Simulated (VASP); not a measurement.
# Zr (Im-3m) in VASP: a series of runs

Zr is run at these levels: PBE; tasks: single point.

Program: VASP 6.6.1. These are calculated values, not measurements. Logs are shortened: lines on timing, memory, paths and dates and some standing lists are left out, and cuts for length are marked.

**1. The cell of the first run**

The structure is cubic, space group Im-3m (No. 229). Conventional cell: a = 3.531 Å, b = 3.531 Å, c = 3.531 Å, α = 90.00°, β = 90.00°, γ = 90.00°. Within 4.0 Å of Zr (site symmetry m-3m) lie 14 Zr at 3.06 to 3.53 Å.

**2. Single point, PBE (volume scaled by 0.96)**

INCAR

```
SYSTEM = Zr
ALGO = Normal
EDIFF = 1E-6
ENCUT = 520
GGA = PE
ISIF = 2
ISMEAR = -1
LASPH = .True.
LCHARG = .False.
LREAL = .False.
LWAVE = .False.
NBANDS = 12
NELM = 100
PREC = Accurate
SIGMA = 0.1
```

KPOINTS

```
k-points
0
Gamma
  14 14 14
  0 0 0
```

POSCAR

```
Zr
1.0
   -1.7653518264      1.7653518264      1.7653518264
    1.7653518264     -1.7653518264      1.7653518264
    1.7653518264      1.7653518264     -1.7653518264
Zr
1
Direct
    0.0000000000      0.0000000000      0.0000000000
```

Potentials or basis: VASP PAW PBE potentials, release 64 (Zr_sv).

On the command line:

```bash
> cat potpaw_PBE.64/Zr_sv/POTCAR > POTCAR
> mpirun -np 1 vasp_std > vasp.out
```

OUTCAR:

```text
SYSTEM = Zr
   EDIFF = 1E-6
   ENCUT = 520
   GGA = PE
   ISIF = 2
   ISMEAR = -1
   LASPH = .True.
   LREAL = .False.
   NELM = 100
   PREC = Accurate

 ion  position               nearest neighbor table
   1  0.000  0.000  0.000-

  LATTYP: Found a body centered cubic cell.
 ALAT       =     3.5307036528

  Lattice vectors:

 A1 = (  -1.7653518264,   1.7653518264,   1.7653518264)
 A2 = (   1.7653518264,  -1.7653518264,   1.7653518264)
 A3 = (   1.7653518264,   1.7653518264,  -1.7653518264)

Analysis of symmetry for initial positions (statically):
=====================================================================
 Subroutine PRICEL returns:
 Original cell was already a primitive cell.

 Routine SETGRP: Setting up the symmetry group for a
 body centered cubic supercell.

 Subroutine GETGRP returns: Found 48 space group operations
 (whereof 48 operations were pure point group operations)
 out of a pool of 48 trial point group operations.

The static configuration has the point symmetry O_h .

Analysis of symmetry for dynamics (positions and initial velocities):
=====================================================================
 Subroutine PRICEL returns:
 Original cell was already a primitive cell.

 Routine SETGRP: Setting up the symmetry group for a
 body centered cubic supercell.

 Subroutine GETGRP returns: Found 48 space group operations
 (whereof 48 operations were pure point group operations)
 out of a pool of 48 trial point group operations.

The dynamic configuration has the point symmetry O_h .

 Subroutine INISYM returns: Found 48 space group operations
 (whereof 48 operations are pure point group operations),
 and found     1 'primitive' translations

----------------------------------------------------------------------------------------

                                     Primitive cell

  volume of cell :      22.0066

  direct lattice vectors                    reciprocal lattice vectors
    -1.765351826  1.765351826  1.765351826     0.000000000  0.283229661  0.283229661
     1.765351826 -1.765351826  1.765351826     0.283229661  0.000000000  0.283229661
     1.765351826  1.765351826 -1.765351826     0.283229661  0.283229661  0.000000000

  length of vectors
     3.057679057  3.057679057  3.057679057     0.400547228  0.400547228  0.400547228

  position of ions in fractional coordinates (direct lattice)
     0.000000000  0.000000000  0.000000000

  ion indices of the primitive-cell ions
   primitive index   ion index
                 1           1

----------------------------------------------------------------------------------------

 KPOINTS: k-points

Automatic generation of k-mesh.
 Grid dimensions read from file:
 generate k-points for:   14   14   14

 Generating k-lattice:

  Cartesian coordinates                     Fractional coordinates (reciprocal lattice)
     0.000000000  0.020230690  0.020230690     0.071428571  0.000000000  0.000000000
     0.020230690  0.000000000  0.020230690     0.000000000  0.071428571  0.000000000
     0.020230690  0.020230690  0.000000000     0.000000000  0.000000000  0.071428571

  Length of vectors
     0.028610516  0.028610516  0.028610516

  Shift w.r.t. Gamma in fractional coordinates (k-lattice)
     0.000000000  0.000000000  0.000000000

 Subroutine IBZKPT returns following result:
 ===========================================

 Found    104 irreducible k-points:

 Following reciprocal coordinates:
            Coordinates               Weight
  0.000000  0.000000  0.000000      1.000000
  0.071429  0.000000  0.000000     12.000000
  0.142857  0.000000  0.000000     12.000000
  0.214286  0.000000  0.000000     12.000000
  0.285714  0.000000  0.000000     12.000000
  0.357143  0.000000  0.000000     12.000000
[... 16 lines left out ...]
  0.285714  0.285714  0.000000     24.000000
  0.357143  0.285714 -0.000000     24.000000
 [... further k-points ...]
   k-points           NKPTS =    104   k-points in BZ     NKDIM =    104   number of bands    NBANDS=     12
   number of dos      NEDOS =    301   number of ions     NIONS =      1
   total plane-waves  NPLWV =  13824
   dimension x,y,z NGX =    24 NGY =   24 NGZ =   24
   dimension x,y,z NGXF=    48 NGYF=   48 NGZF=   48
   ions per type =               1
   NGX,Y,Z   is equivalent  to a cutoff of  13.05, 13.05, 13.05 a.u.
   NGXF,Y,Z  is equivalent  to a cutoff of  26.10, 26.10, 26.10 a.u.
 SYSTEM =  Zr
   PREC   = accura    normal or accurate (medium, high low for compatibility)
   ISTART =      0    job   : 0-new  1-cont  2-samecut
   ICHARG =      2    charge: 1-file 2-atom 10-const
   ISPIN  =      1    spin polarized calculation?
   LNONCOLLINEAR =      F non collinear calculations
   LSORBIT =      F    spin-orbit coupling
   LASPH  =      T    aspherical Exc in radial PAW
   ENCUT  =  520.0 eV  38.22 Ry    6.18 a.u.   5.69  5.69  5.69*2*pi/ulx,y,z
   NELM   =    100;   NELMIN=  2; NELMDL= -5     # of ELM steps
   EDIFF  = 0.1E-05   stopping-criterion for ELM
   LREAL  =      F    real-space projection
   EDIFFG = 0.1E-04   stopping-criterion for IOM
   NSW    =      0    number of steps for IOM
   IBRION =     -1    ionic relax: 0-MD 1-quasi-New 2-CG
   NFREE  =      0    steps in history (QN), initial steepest desc. (CG)
   ISIF   =      2    stress and relaxation
   ISYM   =      2    0-nonsym 1-usesym 2-fastsym
   POTIM  = 0.5000    time-step for ionic-motion
   TEBEG  =    0.0;   TEEND  =   0.0 temperature during run
   PSTRESS=    0.0 pullay stress
   NELECT =      12.0000    total number of electrons
   NUPDOWN=      -1.0000    fix difference up-down
   EMIN   =  10.00;   EMAX   =-10.00  energy-range for DOS
   EFERMI =   0.00;   METHOD = LEGACY
   ISMEAR =    -1;   SIGMA  =   0.10  broadening in eV -4-tet -1-fermi 0-gaus
   EFERMI_NEDOS =   21; number of points for ismear=-14 and -15
   IALGO  =     38    algorithm
   IMIX   =      4    mixing-type and parameters
     AMIX     =   0.40;   BMIX     =  1.00
     AMIX_MAG =   1.60;   BMIX_MAG =  1.00
  volume/ion in A,a.u.               =      22.01       148.51
  Fermi-wavevector in a.u.,A,eV,Ry     =   1.337470  2.527451 24.338447  1.788825
  Thomas-Fermi vector in A             =   2.466016
   LORBIT       =      0    0 simple, 1 ext, 2 COOP (PROOUT), +10 PAW based schemes
   GGA     = PE    functional components
   LHFCALC =     F    Hartree Fock is set to
   AEXX    =    0.0000 exact exchange contribution
   IVDW    =     0    specifies the selected vdW correction
   LEPSILON=     F    determine dielectric tensor
   LRPA    =     F    only Hartree local field effects (RPA)
 non-spin polarized calculation
  energy-cutoff  :      520.00
  volume of cell :       22.01
 maximum number of plane-waves:       610
   NGX = 11   NGY = 11   NGZ = 11

 number of electron      12.0000000 magnetization

 Free energy of the ion-electron system (eV)
  ---------------------------------------------------
  ext. energy  EPLUGINS =         0.00000000
  ---------------------------------------------------
  free energy    TOTEN  =        -8.45584900 eV

  energy without entropy =       -8.39900954  energy(sigma->0) =       -8.42742927

 E-fermi :   9.3393     XC(G=0): -11.3342

 val. band max:        9.3284034422   @ k =   0.2143   0.0714   0.0714
 cond. band min:       9.3422164203   @ k =   0.2143   0.2143   0.0000
 fundamental gap:      0.0138129780
 Fermi energy:         9.3393461253

 k-point     1 :       0.0000    0.0000    0.0000
  band No.  band energies     occupation
      1     -39.0372      2.00000
      2     -16.4635      2.00000
      3     -16.4635      2.00000
      4     -16.4635      2.00000
      5       3.8924      2.00000
      6      10.4969      0.00002
      7      10.4969      0.00002
      8      10.4969      0.00002
      9      13.1213      0.00000
     10      13.1213      0.00000
     11      21.9194      0.00000
     12      21.9194      0.00000

 k-point     2 :       0.0714    0.0000    0.0000
  band No.  band energies     occupation
      1     -39.0279      2.00000
      2     -16.5252      2.00000
      3     -16.4821      2.00000
      4     -16.4640      2.00000
      5       4.0776      2.00000
      6      10.3712      0.00007
      7      10.4545      0.00003
      8      10.6771      0.00000
      9      12.9250      0.00000
     10      13.1186      0.00000
     11      22.0856      0.00000
     12      22.2532      0.00000

 k-point     3 :       0.1429    0.0000    0.0000
  band No.  band energies     occupation
      1     -39.0018      2.00000
      2     -16.6950      2.00000
      3     -16.5336      2.00000
      4     -16.4655      2.00000
      5       4.5970      2.00000
      6      10.0438      0.00174
      7      10.2636      0.00019
      8      11.2079      0.00000
      9      12.6151      0.00000
     10      13.1292      0.00000
     11      22.4349      0.00000
     12      23.2006      0.00000
[... 286 lines left out ...]
 k-point    23 :       0.2857    0.2857    0.0000
  band No.  band energies     occupation
      1     -38.8298      2.00000
      2     -17.3901      2.00000
      3     -17.0833      2.00000
      4     -16.6007      2.00000
      5       7.7784      2.00000
      6       8.6466      1.99804
      7       9.3683      0.85615
      8      13.1096      0.00000
      9      13.8177      0.00000
     10      17.9430      0.00000
     11      18.9227      0.00000
     12      21.1267      0.00000

 k-point    24 :       0.3571    0.2857   -0.0000
  band No.  band energies     occupation
      1     -38.8238      2.00000
      2     -17.3464      2.00000
      3     -17.1693      2.00000
      4     -16.6066      2.00000
      5       7.8656      2.00000
      6       8.7746      1.99298
      7       9.2321      1.49026
      8      13.3180      0.00000
      9      13.7683      0.00000
     10      18.3912      0.00000
     11      18.8646      0.00000
     12      20.3468      0.00000

 [... further k-points ...]
[... 5 lines left out ...]
  --------------------------------------------------------------------------------------
  -------------------------------------------------------------------------------------
  Total        0.5043503      0.5043503      0.5043503     -0.0000000      0.0000000     -0.0000000
  in kB       36.7188499     36.7188499     36.7188499     -0.0000000      0.0000000     -0.0000000
  external PRESSURE =      36.7188499 kB  Pullay stress =       0.0000000 kB

 VOLUME and BASIS-vectors are now :
 -----------------------------------------------------------------------------
  energy-cutoff  :      520.00
  volume of cell :       22.01
      direct lattice vectors                 reciprocal lattice vectors
    -1.765351826  1.765351826  1.765351826     0.000000000  0.283229661  0.283229661
     1.765351826 -1.765351826  1.765351826     0.283229661  0.000000000  0.283229661
     1.765351826  1.765351826 -1.765351826     0.283229661  0.283229661  0.000000000

 POSITION                                       TOTAL-FORCE (eV/Angst)
 -----------------------------------------------------------------------------------
      0.00000      0.00000      0.00000         0.000000      0.000000      0.000000
 -----------------------------------------------------------------------------------
    total drift:                               -0.000000      0.000000      0.000000

  FREE ENERGIE OF THE ION-ELECTRON SYSTEM (eV)
  ---------------------------------------------------
  free  energy   TOTEN  =        -8.4558489979 eV

  energy  without entropy=       -8.3990095434  energy(sigma->0) =       -8.42742927
```

It took 19 s on 1 thread of AMD EPYC 7R13 (Zen 3), shared host; peak memory 0.12 GiB.

Results:

```yaml
Free_energy: -8.4558 eV
Pressure: 3.7 GPa
Band_gap_on_the_k_mesh: zero (band 6 reaches 10.50 eV, above the bottom of band 7 at 8.68 eV)
```

Caveat: the cell differs from its parent crystal (volume scaled by 0.96).

**3. Single point, PBE**

This run uses another cell than the first one, of 22.92 Å³/atom, 1.042 times its volume.

INCAR

```
  PREC = Accurate
  ENCUT = 520
  EDIFF = 1E-7
  ISMEAR = -1
  SIGMA = 0.1
  LREAL = F
  LASPH = T
  NELM = 80
  ALGO = Normal
  ISIF = 2
  LWAVE = F
  LCHARG = T
  GGA = PE
  LELF = T
  LVHAR = T
  NBANDS = 12
```

KPOINTS

```
Automatic mesh
0
Gamma
  14 14 14
```

POSCAR

```
Zr
1.0
   -1.7895377336      1.7895377336      1.7895377336
    1.7895377336     -1.7895377336      1.7895377336
    1.7895377336      1.7895377336     -1.7895377336
Zr
1
Direct
    0.0000000000      0.0000000000      0.0000000000
```

Potentials or basis: VASP PAW PBE potentials, release 64 (Zr_sv).

On the command line:

```bash
> cat potpaw_PBE.64/Zr_sv/POTCAR > POTCAR
> mpirun -np 1 vasp_std > vasp.out
```

Wall time 20 s (1 thread of AMD EPYC 7R13 (Zen 3), shared host); peak memory 0.12 GiB.

The run converged. Its results:

```
Free energy            : -8.4662 eV
Pressure               : -0.1 GPa
Band gap on the k mesh : zero (band 6 reaches 10.01 eV, above the bottom of band 7 at 8.24 eV)
```

Levels at points of the mesh, in eV from the Fermi level:
| k point | band 2 | band 3 | band 4 | band 5 | band 6 | band 7 | band 8 | band 9 | band 10 | band 11 |
| --- | --- | --- | --- | --- | --- | --- | --- | --- | --- | --- |
| (0.00, 0.00, 0.00) | -25.95 | -25.95 | -25.95 | -5.39 | 1.14 | 1.14 | 1.14 | 3.65 | 3.65 | 12.44 |
| (0.50, 0.00, 0.00) | -26.96 | -26.27 | -25.96 | -2.82 | -0.68 | 1.66 | 3.65 | 4.33 | 6.42 | 10.07 |
| (0.50, 0.50, 0.50) | -26.64 | -26.64 | -26.64 | -2.59 | -2.59 | 5.74 | 5.74 | 5.74 | 7.52 | 7.52 |

**4. Single point, PBE (volume scaled by 1.04)**

INCAR

```
PREC = Accurate ; ENCUT = 520
EDIFF = 1E-6 ; ISMEAR = -1
SIGMA = 0.1 ; LREAL = False
LASPH = True ; NELM = 80
ALGO = Normal ; ISIF = 2
LWAVE = False ; LCHARG = False
GGA = PE ; NBANDS = 12
```

KPOINTS is that of step 3.

POSCAR

```
Zr
1.0
   -1.8130869833      1.8130869833      1.8130869833
    1.8130869833     -1.8130869833      1.8130869833
    1.8130869833      1.8130869833     -1.8130869833
Zr
1
Direct
    0.0000000000      0.0000000000      0.0000000000
```

On the command line:

```bash
> cat potpaw_PBE.64/Zr_sv/POTCAR > POTCAR
> mpirun -np 1 vasp_std > vasp.out
```

Run time: 18 s. Hardware: 1 thread of AMD EPYC 7R13 (Zen 3), shared host; peak memory 0.12 GiB.

The run converged. Its results:

| Quantity | Value |
| --- | --- |
| Free energy | -8.4567 eV |
| Pressure | -3.3 GPa |
| Band gap on the k mesh | zero (band 6 reaches 9.56 eV, above the bottom of band 7 at 7.83 eV) |

Levels at points of the mesh, in eV from the Fermi level:
```tsv
k point	band 3	band 4	band 5	band 6	band 7	band 8	band 9	band 10
(0.00, 0.00, 0.00)	-26.09	-26.09	-5.32	1.11	1.11	1.11	3.52	3.52
(0.50, 0.00, 0.00)	-26.37	-26.09	-2.71	-0.62	1.50	3.50	4.15	6.13
(0.50, 0.50, 0.50)	-26.70	-26.70	-2.43	-2.43	5.48	5.48	5.48	7.23
```

Caveat: the cell differs from its parent crystal (volume scaled by 1.04).

**5. The runs side by side**

| cell | gap on the mesh (eV) | pressure (GPa) |
| --- | --- | --- |
| a = 3.058 Å, angles 109.5°, 1 atom | none | 3.7 |
| a = 3.100 Å, angles 109.5°, 1 atom | none | -0.1 |
| a = 3.140 Å, angles 109.5°, 1 atom | none | -3.3 |

Alike in all rows: task single point; level PBE; potentials or basis VASP PAW PBE potentials, release 64 (Zr_sv); no spin polarisation; k mesh 14 × 14 × 14; cutoff (eV) 520; smearing fermi-dirac 0.1 eV.

Total energies depend on the potentials used, so only differences within one code and one set of settings carry meaning.
